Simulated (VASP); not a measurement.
Write the native input for VASP 6.6.1 that does the following.

| Property | Result |
| --- | --- |
| Task | single point |
| Functional | PBE |
| Dispersion | D3(BJ) |
| Potentials or basis | VASP PAW PBE potentials, release 64 (O, H, S) |
| Cutoff | 520 eV |
| k mesh | 1 × 1 × 1 |
| Occupations | fermi-dirac, width 0.02 eV |
| Spin | no spin polarisation |
| Dipole correction | no |
| Further INCAR settings | ALGO = Normal; EDIFF = 1e-06; NBANDS = 60 |

The structure of H16SO10 lies in POSCAR:

```
H16SO10
1.0
    7.0162890000      0.0000000000      0.0000000000
    0.0000000000      7.0162890000      0.0000000000
    0.0000000000      0.0000000000      7.0162890000
O H S
10 16 1
Direct
    0.4227163391      0.4635641434      0.8475420554
    0.2361077202      0.2935739962      0.4050859365
   -0.0429429289      0.0963614811      0.9353662599
    0.7688679871      0.2154130196      0.5520724702
    1.0500992761      0.6464528471      0.6921180128
    0.7403771424      0.7739846520      0.1900292306
    0.1397319865      0.9022575894      0.4087203363
    0.9034405510      0.3872559981      0.1927087097
    0.5958990572      0.8313084025      0.6174774158
    0.3985440166      1.0531065639      0.8199063636
    0.3033512445      0.4851852596      0.7846313058
    0.5046257359      0.4078081732      0.7504536943
    0.1205908137      0.3231052769      0.3283217097
    0.3445553625      0.3182166527      0.3214377287
    0.0878812147      0.1298549703      0.9274133377
   -0.0881377606      0.0837479756      0.8112835717
    0.8007651908      0.2877019461      0.4392920531
    0.6695847335      0.1255792058      0.5209021464
    1.0695540050      0.7594042948      0.6099948278
    1.0554154768      0.5345845931      0.6063889330
    0.7914440240      0.8638469710      0.0960479250
    0.8050837131      0.8039150041      0.3023820712
    0.1849838283      1.0340081488      0.4185831000
    0.1813921861      0.8582314668      0.2858206097
    0.8707879621      0.2703993521      0.1248665783
    0.8262344952      0.5020317721      0.1629493882
    0.4483424215      0.8580034260      0.7668441251
```

One way to write it, as run:

INCAR

```
ALGO = Normal
EDIFF = 1E-6
ENCUT = 520
GGA = PE
GGA_COMPAT = F
ISIF = 2
ISMEAR = -1
IVDW = 12
LASPH = T
LCHARG = F
LREAL = F
LWAVE = F
NBANDS = 60
NELM = 120
PREC = Accurate
SIGMA = 0.02
```

KPOINTS

```
k-points
0
Gamma
  1 1 1
```

Potentials or basis: VASP PAW PBE potentials, release 64 (O, H, S).

Run with:

```sh
$ cat potpaw_PBE.64/O/POTCAR potpaw_PBE.64/H/POTCAR potpaw_PBE.64/S/POTCAR > POTCAR
$ mpirun -np 1 vasp_gam > vasp.out
```

Results of the run:

- Pressure: 0.0 GPa
- Largest force: 2.747 eV/Å
- Band gap on the k mesh: 2.50 eV
- Dispersion energy per atom: -0.034 eV

Caveat: the k points lie up to 0.90 Å⁻¹ apart.

It took 36 s on 1 thread of AMD EPYC 9R14 (Zen 4), with other jobs on the host, peak memory 0.36 GiB.
